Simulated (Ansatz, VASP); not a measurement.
# CdSe in VASP and in Ansatz

```xyz
2
Lattice="0.0000 3.1403 3.1403 3.1403 0.0000 3.1403 3.1403 3.1403 0.0000" Properties=species:S:1:pos:R:3 pbc="T T T"
Cd    0.0000    0.0000    0.0000
Se    4.7105    4.7105    4.7105
```

Alike in both runs: task single point; functional PBE; k mesh 6 × 6 × 6; occupations gaussian, width 0.01 eV; no spin polarisation.

|  | VASP | Ansatz |
| --- | --- | --- |
| version | VASP 6.6.1 | Ansatz 0.2.0 |
| potentials or method | VASP PAW PBE potentials, release 64 (Cd, Se), cutoff 500 eV | plane waves, PAW |
| valence electrons in the cell | 18 | 36 |

```csv
,VASP,Ansatz,Ansatz less VASP
pressure (GPa),-1.4,-1.7,-0.21
```

With one functional, cell and mesh, what is left measures potentials, basis and numerics. VASP's potentials hold 18 valence electrons a cell and Ansatz's 36, so a difference there can come from the potentials and not from the codes.
